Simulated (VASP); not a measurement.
B2AsN, 8 atoms in the cell. Symmetry: I-42d, No. 122, tetragonal system. The conventional cell has a = 4.242 Å, b = 4.242 Å, c = 8.307 Å, α = 90.00°, β = 90.00°, γ = 90.00°. Within 2.2 Å of N (site symmetry -4) lie 4 B at 1.66 Å. Within 2.2 Å of B (site symmetry 2) lie 2 N at 1.66 Å and 2 As at 2.03 Å. Within 2.7 Å of As (site symmetry -4) lie 4 B at 2.03 Å. 

| Property | Result |
| --- | --- |
| Program | VASP 6.6.1 |
| Task | single point |
| Functional | PBE |
| Potentials or basis | VASP PAW PBE potentials, release 64 (N, B, As_d) |
| Cutoff | 600 eV |
| k mesh | 8 × 8 × 8 |
| Occupations | fermi-dirac, width 0.02 eV |
| Spin | no spin polarisation |
| Dipole correction | no |
| Second run | valence_matched |
| Further INCAR settings | ALGO = Normal; EDIFF = 1e-06; NBANDS = 36 |

Potentials or basis: VASP PAW PBE potentials, release 64 (N, B, As_d).

The run is started by

```console
$ cat potpaw_PBE.64/N/POTCAR potpaw_PBE.64/B/POTCAR potpaw_PBE.64/As_d/POTCAR > POTCAR
$ mpirun -np 1 vasp_std > vasp.out
```

Hardware: 1 thread of Intel(R) Xeon(R) 6975P-C (Granite Rapids) (shared host).

Q: How long does it take, and how much memory?

A: Run time: 2.5 min on 1 thread of Intel(R) Xeon(R) 6975P-C (Granite Rapids) (shared host), peak memory 0.36 GiB. Counts: scf iterations 14, k points 59.
